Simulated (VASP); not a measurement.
# Ge in VASP: single point with PBEsol

Aim: the single point of Ge with PBEsol.

Everything below comes from runs of VASP 6.6.1. Logs are shortened: lines on timing, memory, paths and dates and some standing lists are left out, and cuts for length are marked.

## Step 1: The cell of the first run

The cell holds a slab with vacuum, 4 atoms: a = 4.013 Å, b = 4.013 Å, c = 26.119 Å, α = 90.00°, β = 90.00°, γ = 120.00°.

## Step 2: Single point, PBEsol

INCAR reads:

```
SYSTEM = Ge
ALGO = Normal ; DIPOL = 0.5 0.5 0.500
EDIFF = 1E-7 ; ENCUT = 520
GGA = PS ; IDIPOL = 3
ISIF = 2 ; ISMEAR = -1
LASPH = .TRUE. ; LCHARG = .FALSE.
LDIPOL = .TRUE. ; LREAL = .FALSE.
LWAVE = .FALSE. ; NBANDS = 36
NELM = 80 ; PREC = Accurate
SIGMA = 0.02
```

KPOINTS reads:

```
k-points
0
G
  9 9 1
  0 0 0
```

POSCAR reads:

```
Ge
1.0
    4.0132784969      0.0000000000      0.0000000000
   -2.0066392484      3.4756011308      0.0000000000
    0.0000000000      0.0000000000     26.1189000000
Ge
4
Direct
    0.1666666667      0.3333333333      0.4211515857
    0.5000000000      1.0000000000      0.4499568000
    0.5000000000      1.0000000000      0.5500431639
    0.8333333333      0.6666666667      0.5788484143
```

Potentials or basis: VASP PAW PBE potentials, release 64 (Ge_d).

Command:

```console
$ cat potpaw_PBE.64/Ge_d/POTCAR > POTCAR
$ mpirun -np 1 vasp_std > vasp.out
```

OUTCAR:

```text
SYSTEM = Ge
   EDIFF = 1E-7
   ENCUT = 520
   GGA = PS
   ISIF = 2
   ISMEAR = -1
   LASPH = .TRUE.
   LREAL = .FALSE.
   NELM = 80
   PREC = Accurate

 ion  position               nearest neighbor table
   1  0.167  0.333  0.421-   2 2.44   2 2.44   2 2.44
   2  0.500  0.000  0.450-   1 2.44   1 2.44   1 2.44   3 2.61
   3  0.500  0.000  0.550-   4 2.44   4 2.44   4 2.44   2 2.61
   4  0.833  0.667  0.579-   3 2.44   3 2.44   3 2.44

  LATTYP: Found a hexagonal cell.
 ALAT       =     4.0132784969
 C/A-ratio  =     6.5081204856

  Lattice vectors:

 A1 = (   4.0132784969,   0.0000000000,   0.0000000000)
 A2 = (  -2.0066392484,   3.4756011308,   0.0000000000)
 A3 = (   0.0000000000,   0.0000000000,  26.1189000000)

Analysis of symmetry for initial positions (statically):
=====================================================================
 Subroutine PRICEL returns:
 Original cell was already a primitive cell.

 Routine SETGRP: Setting up the symmetry group for a
 hexagonal supercell.

 Subroutine GETGRP returns: Found 12 space group operations
 (whereof  4 operations were pure point group operations)
 out of a pool of 24 trial point group operations.

The static configuration has the point symmetry C_2h.
 The point group associated with its full space group is D_3d.

Analysis of symmetry for dynamics (positions and initial velocities):
=====================================================================
 Subroutine PRICEL returns:
 Original cell was already a primitive cell.

 Routine SETGRP: Setting up the symmetry group for a
 hexagonal supercell.

 Subroutine GETGRP returns: Found 12 space group operations
 (whereof  4 operations were pure point group operations)
 out of a pool of 24 trial point group operations.

The dynamic configuration has the point symmetry C_2h.
 The point group associated with its full space group is D_3d.

 Subroutine INISYM returns: Found 12 space group operations
 (whereof  4 operations are pure point group operations),
 and found     1 'primitive' translations

----------------------------------------------------------------------------------------

                                     Primitive cell

  volume of cell :     364.3209

  direct lattice vectors                    reciprocal lattice vectors
     4.013278497  0.000000000  0.000000000     0.249172840  0.143860006  0.000000000
    -2.006639248  3.475601131  0.000000000     0.000000000  0.287720012  0.000000000
     0.000000000  0.000000000 26.118900000     0.000000000  0.000000000  0.038286452

[... 80 lines left out ...]
   ISIF   =      2    stress and relaxation
   ISYM   =      2    0-nonsym 1-usesym 2-fastsym
   POTIM  = 0.5000    time-step for ionic-motion
   TEBEG  =    0.0;   TEEND  =   0.0 temperature during run
   PSTRESS=    0.0 pullay stress
   NELECT =      56.0000    total number of electrons
   NUPDOWN=      -1.0000    fix difference up-down
   EMIN   =  10.00;   EMAX   =-10.00  energy-range for DOS
   EFERMI =   0.00;   METHOD = LEGACY
   ISMEAR =    -1;   SIGMA  =   0.02  broadening in eV -4-tet -1-fermi 0-gaus
   EFERMI_NEDOS =   21; number of points for ismear=-14 and -15
   IALGO  =     38    algorithm
   IMIX   =      4    mixing-type and parameters
     AMIX     =   0.40;   BMIX     =  1.00
     AMIX_MAG =   1.60;   BMIX_MAG =  1.00
  volume/ion in A,a.u.               =      91.08       614.64
  Fermi-wavevector in a.u.,A,eV,Ry     =   0.876953  1.657200 10.463505  0.769046
  Thomas-Fermi vector in A             =   1.996834
   LORBIT       =      0    0 simple, 1 ext, 2 COOP (PROOUT), +10 PAW based schemes
   GGA     = PS    functional components
   LHFCALC =     F    Hartree Fock is set to
   AEXX    =    0.0000 exact exchange contribution
   IVDW    =     0    specifies the selected vdW correction
   LEPSILON=     F    determine dielectric tensor
   LRPA    =     F    only Hartree local field effects (RPA)
 non-spin polarized calculation
  energy-cutoff  :      520.00
  volume of cell :      364.32
 maximum number of plane-waves:      9851
 NGX is ok and might be reduce to    30
   NGX = 15   NGY = 15   NGZ = 97

 number of electron      56.0000035 magnetization

 dipolmoment           0.000000      0.000000      0.000005 electrons x Angstroem

 Free energy of the ion-electron system (eV)
  ---------------------------------------------------
  ext. energy  EPLUGINS =         0.00000000
  ---------------------------------------------------
  free energy    TOTEN  =       -18.06032389 eV

  energy without entropy =      -18.05864968  energy(sigma->0) =      -18.05948679

 E-fermi :  -2.4548     XC(G=0):  -3.0747

 val. band max:       -2.4820594938   @ k =   0.3333   0.3333   0.0000
 cond. band min:      -2.4473334264   @ k =   0.0000   0.0000   0.0000
 fundamental gap:      0.0347260675
 Fermi energy:        -2.4547851081

 k-point     1 :       0.0000    0.0000    0.0000
  band No.  band energies     occupation
      1     -26.7934      2.00000
      2     -26.7833      2.00000
      3     -26.7833      2.00000
      4     -26.7666      2.00000
      5     -26.7666      2.00000
      6     -26.7212      2.00000
[... 457 lines left out ...]
     35       3.9692      0.00000
     36       4.4239      0.00000

------------------------ aborting loop because EDIFF is reached ----------------------------------------

 vacuum level on the upper side and lower side of the slab       (xc-potential included)        -0.095        -0.095

  FORCE on cell =-STRESS in cart. coord.  units (eV):
  Direction    XX          YY          ZZ          XY          YZ          ZX
  --------------------------------------------------------------------------------------
  -------------------------------------------------------------------------------------
  Total       -0.5036877     -0.5036877     -0.0283429     -0.0000000      0.0000000      0.0000000
  in kB       -2.2150717     -2.2150717     -0.1246437     -0.0000000      0.0000000      0.0000000
  external PRESSURE =      -1.5182624 kB  Pullay stress =       0.0000000 kB

 VOLUME and BASIS-vectors are now :
 -----------------------------------------------------------------------------
  energy-cutoff  :      520.00
  volume of cell :      364.32
      direct lattice vectors                 reciprocal lattice vectors
     4.013278497  0.000000000  0.000000000     0.249172840  0.143860006  0.000000000
    -2.006639248  3.475601131  0.000000000     0.000000000  0.287720012  0.000000000
     0.000000000  0.000000000 26.118900000     0.000000000  0.000000000  0.038286452

 POSITION                                       TOTAL-FORCE (eV/Angst)
 -----------------------------------------------------------------------------------
      0.00000      1.15853     11.00002         0.000000      0.000000      0.010213
      2.00664      0.00000     11.75238        -0.000000      0.000000     -0.011389
      2.00664      0.00000     14.36652         0.000000     -0.000000      0.011389
      2.00664      2.31707     15.11888        -0.000000      0.000000     -0.010213
 -----------------------------------------------------------------------------------
    total drift:                                0.000000     -0.000000      0.001122

  FREE ENERGIE OF THE ION-ELECTRON SYSTEM (eV)
  ---------------------------------------------------
  free  energy   TOTEN  =       -18.0603238920 eV

  energy  without entropy=      -18.0586496829  energy(sigma->0) =      -18.05948679

 vacuum level on the upper side and lower side of the slab         2.199         2.199
```

Run time: 17 min. Hardware: 1 thread of Intel Xeon 8259CL, shared host; peak memory 0.48 GiB.

What came out:

```
Free energy            : -18.0603 eV
Largest force          : 0.011 eV/Å
Band gap on the k mesh : zero (bands 28 and 29 overlap by 0.03 eV)
```

Forces on the atoms (eV/Å):
```
Ge   0.000  0.000  0.010
Ge   0.000  0.000 -0.011
Ge   0.000  0.000  0.011
Ge   0.000  0.000 -0.010
```

Levels at points of the mesh, in eV from the Fermi level:
| k point | band 24 | band 25 | band 26 | band 27 | band 28 | band 29 | band 30 | band 31 | band 32 | band 33 |
| --- | --- | --- | --- | --- | --- | --- | --- | --- | --- | --- |
| (0.00, 0.00, 0.00) | -2.05 | -0.56 | -0.56 | 0.01 | 0.01 | 0.62 | 1.12 | 1.88 | 3.75 | 3.75 |

Caveat: the PAW data sets were made with another functional, which shifts forces and pressure a little.

The gap in the log of VASP goes by the Fermi energy; the results here count the filled bands.